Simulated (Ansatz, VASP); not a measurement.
# SrCl2: VASP beside Ansatz

POSCAR

```
SrCl2
1.0
    0.0000000000      3.4452523140      3.5239509709
    3.4452523140      0.0000000000      3.5239509709
    3.4452523140      3.4452523140      0.0000000000
Sr Cl
1 2
Direct
    0.0000000000      0.0000000000      0.0000000000
    0.2500000000      0.2500000000      0.2500000000
    0.7500000000      0.7500000000      0.7500000000
```

The input INCAR.step1:

```
PREC = Accurate ; ENCUT = 520
EDIFF = 1E-5 ; ISMEAR = 0
SIGMA = 0.01 ; LREAL = False
LASPH = True ; NELM = 80
ALGO = Normal ; ISIF = 2
LWAVE = True ; GGA = PE
NBANDS = 19
```

The input INCAR.step2:

```
PREC = Accurate ; ENCUT = 520
EDIFF = 1E-7 ; ISMEAR = 0
SIGMA = 0.01 ; LREAL = False
LASPH = True ; NELM = 80
ALGO = Normal ; ISIF = 2
LWAVE = False ; LCHARG = True
GGA = PE ; LHFCALC = True
HFSCREEN = 0.2079 ; PRECFOCK = Normal
LELF = True ; LVHAR = True
ISTART = 1 ; NBANDS = 19
```

The input KPOINTS:

```
Automatic mesh
0
Gamma
  4 4 4
```

Input for Ansatz:

```yaml
crystal:
  lattice:
    - [0.0, 3.445252314, 3.5239509709]
    - [3.445252314, 0.0, 3.5239509709]
    - [3.445252314, 3.445252314, 0.0]
  atoms:
    - { symbol: Sr, position: [0.0, 0.0, 0.0] }
    - { symbol: Cl, position: [0.25, 0.25, 0.25] }
    - { symbol: Cl, position: [0.75, 0.75, 0.75] }
kpoints:
  mp_grid: { grid: [4, 4, 4] }
  band_path:
    path:
      - [0.0, 0.0, 0.0]
      - [0.5, 0.0, 0.5]
      - [0.625, 0.25, 0.625]
      - [0.375, 0.375, 0.75]
      - [0.5, 0.5, 0.5]
      - [0.5, 0.25, 0.75]
      - [0.0, 0.5, 0.5]
    npoints: 1
hamiltonian:
  xc: hse06
scf:
  occupations: { method: fixed }
  n_extra_bands: 4
output:
  forces: true
  stress: true
  eigenvalues: true
  write_density: true
  write_potential: true
  elf: true
  volumetric_format: npy
```

Change from the starting cell: epitaxial_xy strain -1.5%.

Alike in both runs: task single point; functional HSE06; k mesh 4 × 4 × 4; no spin polarisation.

```csv
,VASP,Ansatz
version,VASP 6.6.1,Ansatz 0.2.0
potentials or method,"VASP PAW PBE potentials, release 64 (Sr_sv, Cl)","plane waves, PAW"
plane-wave cutoff (eV),520,420
occupations,"gaussian, width 0.01 eV",fixed
valence electrons in the cell,24,24
```

|  | VASP | Ansatz | Ansatz less VASP |
| --- | --- | --- | --- |
| gap on the k mesh at the Fermi level (eV) | 6.60 | 6.61 | +0.008 |
| pressure (GPa) | 1.1 | 1.1 | -0.08 |
| traceless stress, the component that is largest in VASP (GPa) | -0.81 | -0.82 | -0.006 |

Ansatz's warnings: stress exchange threshold loose, stress scf threshold loose.
